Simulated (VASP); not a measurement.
Input of a VASP 6.6.1 run:

File INCAR:

```
PREC = Accurate ; ENCUT = 520
EDIFF = 1E-6 ; ISMEAR = 0
SIGMA = 0.1 ; LREAL = F
LASPH = T ; NELM = 150
ALGO = Normal ; ISIF = 2
LWAVE = F ; LCHARG = F
ISPIN = 2 ; MAGMOM = 0.42 0.42 0.42
LORBIT = 11 ; LMAXMIX = 4
GGA = PE ; NBANDS = 30
```

The input KPOINTS:

```
regular mesh
0
Gamma
  6 6 4
```

The input POSCAR:

```
Mn
1.0
    4.0017422729      0.0000000000      0.0000000000
   -2.0008711365      3.4656104678      0.0000000000
    0.0000000000      0.0000000000      2.3402002494
Mn
3
Direct
    0.3333335593      0.0000000000      0.3333333333
    0.0000000000      0.3333335593      0.6666666667
    0.6666664407      0.6666664407      0.0000000000
```

Potentials or basis: VASP PAW PBE potentials, release 64 (Mn_pv).

Command:

```console
$ cat potpaw_PBE.64/Mn_pv/POTCAR > POTCAR
$ mpirun -np 1 vasp_std > vasp.out
```

(1) Estimate the pressure.

(2) Predict the net moment.

Results:

(1) -0.2 GPa.

(2) 0.01 μB per cell.

Caveat: the k points lie up to 0.67 Å⁻¹ apart.
